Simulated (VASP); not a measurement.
Si2F:

```
Si F
1.0
     3.57662    0.00000    0.00000
     1.78831   -7.09556    0.00000
     0.00000    0.00000   -3.52855
Si F
4 2
Direct
  0.75000 0.50000 0.75000
  0.25000 0.50000 0.25000
  0.43900 0.12200 0.75000
  0.56100 0.87800 0.25000
  0.10400 0.79200 0.75000
  0.89600 0.20800 0.25000
```

- Program: VASP 6.6.1
- Task: relaxation of cell and atoms
- Functional: PBE
- Potentials or basis: VASP PAW PBE potentials, release 64 (Si, F)
- Cutoff: 600 eV
- k mesh: 5 × 5 × 5
- Occupations: methfessel-paxton, width 0.029 eV
- Spin: no spin polarisation

At the start: pressure 0.3 GPa; volume 14.92 Å³/atom.

How do energy, volume and symmetry change on relaxing?

Over 59 steps the energy falls by 391.1 meV/atom and the volume is 13.75 Å³/atom (-7.9 %); space group Cmcm (No. 63, to 0.1 Å) before and after.

Step by step:
| step | energy change (eV) | largest force (eV/Å) | pressure (GPa) | volume (Å³) |
| --- | --- | --- | --- | --- |
| 1 | 0.0000 | 0.6322 | 0.30 | 89.55 |
| 3 | -0.3436 | 0.6285 | -2.63 | 90.89 |
| 5 | 0.3537 | 2.3919 | -6.61 | 93.64 |
| 7 | -0.8985 | 0.5733 | -7.34 | 92.27 |
| 9 | -0.9614 | 0.7866 | -4.62 | 87.58 |
| 11 | -1.0753 | 0.6469 | -5.25 | 88.41 |
| 13 | -1.1700 | 0.6342 | 6.27 | 79.01 |
| 15 | -1.2445 | 0.6372 | 1.12 | 82.48 |
| 17 | -1.3106 | 0.7597 | 0.90 | 82.94 |
| 19 | -1.6566 | 0.7449 | 0.69 | 84.95 |
| 21 | -1.9015 | 0.4898 | -0.65 | 86.72 |
| 23 | -1.9589 | 0.3550 | 0.25 | 86.38 |
| 25 | -2.0091 | 0.3959 | 0.61 | 85.82 |
| 27 | -2.0383 | 0.3584 | 0.00 | 86.03 |
| 29 | -2.0762 | 0.1967 | -1.62 | 86.65 |
| 31 | -2.0998 | 0.1989 | -1.12 | 85.32 |
| 33 | -2.1207 | 0.9229 | 5.52 | 77.31 |
| 35 | -2.1566 | 0.7633 | 3.13 | 79.30 |
| 37 | -2.1627 | 0.7131 | 2.57 | 79.80 |
| 39 | -2.1718 | 0.8103 | 3.71 | 78.80 |
| 41 | -2.2022 | 0.7563 | 3.35 | 79.26 |
| 43 | -2.2920 | 0.4595 | 0.89 | 81.38 |
| 45 | -2.3081 | 0.3060 | -0.64 | 82.75 |
| 47 | -2.3393 | 0.1548 | -0.19 | 82.60 |
| 49 | -2.3438 | 0.0708 | 0.13 | 82.51 |
| 51 | -2.3457 | 0.0572 | -0.02 | 82.56 |
| 53 | -2.3462 | 0.0318 | -0.06 | 82.54 |
| 55 | -2.3465 | 0.0183 | 0.00 | 82.44 |
| 57 | -2.3465 | 0.0144 | 0.02 | 82.43 |
| 59 | -2.3466 | 0.0065 | -0.04 | 82.48 |

Final structure:
```
CELL_PARAMETERS angstrom
3.97057 0.00000 0.00000
1.98529 -8.20309 0.00000
0.00000 0.00000 -2.53217
ATOMIC_POSITIONS crystal
Si 0.71596 0.56808 0.75000
Si 0.28404 0.43192 0.25000
Si 0.42647 0.14706 0.75000
Si 0.57353 0.85294 0.25000
F 0.07909 0.84183 0.75000
F 0.92091 0.15817 0.25000
```

Caveat: the k points lie up to 0.50 Å⁻¹ apart in the final cell, too coarse for converged energies and pressures of a metal; a cell axis changed by over 15 % at a fixed basis, so the end point is rough.
